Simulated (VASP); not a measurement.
Crystal: Zr3TiC4.

```
Zr Ti C
1.0
     0.03440   -0.01705    3.22638
     3.27437   -4.55049    0.05839
     3.32394    4.58555    0.01027
Zr Ti C
3 1 4
Direct
  0.01567 0.46493 0.47089
  0.52820 0.51444 0.02351
  0.51125 0.00152 0.48991
  0.96294 0.99785 0.99895
  0.01719 0.75547 0.24621
  0.50085 0.75124 0.77920
  0.48650 0.22859 0.22537
  0.97740 0.28596 0.76597
```

```yaml
Program: VASP 6.6.1
Task: relaxation of cell and atoms
Functional: PBE
Potentials_or_basis: VASP PAW PBE potentials, release 64 (Zr_sv, Ti_sv, C)
Cutoff: 600 eV
k_mesh: 6 × 4 × 4
Occupations: gaussian, width 0.2 eV
Spin: no spin polarisation
```

At the start: pressure 9.5 GPa; volume 12.15 Å³/atom.

Problem. How do energy, volume and symmetry change on relaxing?

Solution. Over 14 steps the energy falls by 202.4 meV/atom and the volume is 12.38 Å³/atom (+1.9 %); space group P1 (No. 1, to 0.1 Å) before, Cmmm (No. 65, to 0.1 Å).

Step by step:
| step | energy change (eV) | largest force (eV/Å) | pressure (GPa) | volume (Å³) |
| --- | --- | --- | --- | --- |
| 1 | 0.0000 | 4.3936 | 9.52 | 97.23 |
| 2 | -0.8864 | 1.7791 | -14.90 | 107.66 |
| 3 | -1.1830 | 1.3230 | -8.90 | 103.93 |
| 4 | -1.4361 | 1.1882 | 6.45 | 96.57 |
| 5 | -1.4916 | 1.1040 | 1.35 | 98.65 |
| 6 | -1.5985 | 0.3047 | 0.94 | 98.65 |
| 7 | -1.5990 | 0.3445 | 0.94 | 98.65 |
| 8 | -1.6135 | 0.1500 | -1.22 | 99.58 |
| 9 | -1.6135 | 0.1557 | -1.16 | 99.54 |
| 10 | -1.6172 | 0.1137 | 0.60 | 98.76 |
| 11 | -1.6177 | 0.0892 | 0.16 | 98.96 |
| 12 | -1.6189 | 0.0452 | 0.10 | 98.97 |
| 13 | -1.6190 | 0.0405 | 0.08 | 98.98 |
| 14 | -1.6191 | 0.0126 | -0.07 | 99.06 |

Final structure:
```xyz
8
Lattice="0.0006 0.0000 3.2789 3.2696 -4.6200 -0.0005 3.2698 4.6196 -0.0003" Properties=species:S:1:pos:R:3 pbc="T T T"
Zr    3.2703   -0.0005    0.0003
Zr    4.9045    2.3097    1.6390
Zr    1.6356    2.3095    1.6392
Ti    0.0008    0.0002    3.2773
C     3.2707   -2.3566    3.2778
C     4.9660   -0.0002    1.6402
C     1.5726    0.0001    1.6405
C     3.2706    2.3562    3.2777
```
